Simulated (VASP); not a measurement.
The system is CoO.

```
Co O
1.0
     3.21882    0.00000    0.00000
    -1.60941    2.78758    0.00000
     0.00000    0.00000    5.26334
Co O
2 2
Direct
  0.33333 0.66667 0.50336
  0.00000 0.00000 0.00347
  0.33333 0.66667 0.87156
  0.00000 0.00000 0.37161
```

Base run:

* Program: VASP 6.6.1
* Functional: PBEsol
* Potentials or basis: VASP PAW PBE potentials, release 64 (Co, O)
* Cutoff: 520 eV
* k mesh: 10 × 10 × 5
* Occupations: fermi-dirac, width 0.05 eV
* Spin: collinear spin, ferromagnetic start
* Starting moments: [2.0, 2.0, 0.0, 0.0] μB

Its results: pressure -9.6 GPa; net moment 5.87 μB per cell; site moments Co +2.50; O +0.33 μB; largest force 0.244 eV/Å.

The run is repeated on the same cell with these changes: functional from PBEsol to LDA; potentials or basis from VASP PAW PBE potentials, release 64 (Co, O) to VASP PAW LDA potentials, release 64 (Co, O). What comes out?

Pressure -17.7 GPa; net moment 5.49 μB per cell; site moments Co +2.35; O +0.30 μB; largest force 0.228 eV/Å.

Caveats: the cell stands under tension; the PAW data sets were made with another functional, which shifts forces and pressure a little (at least some runs).
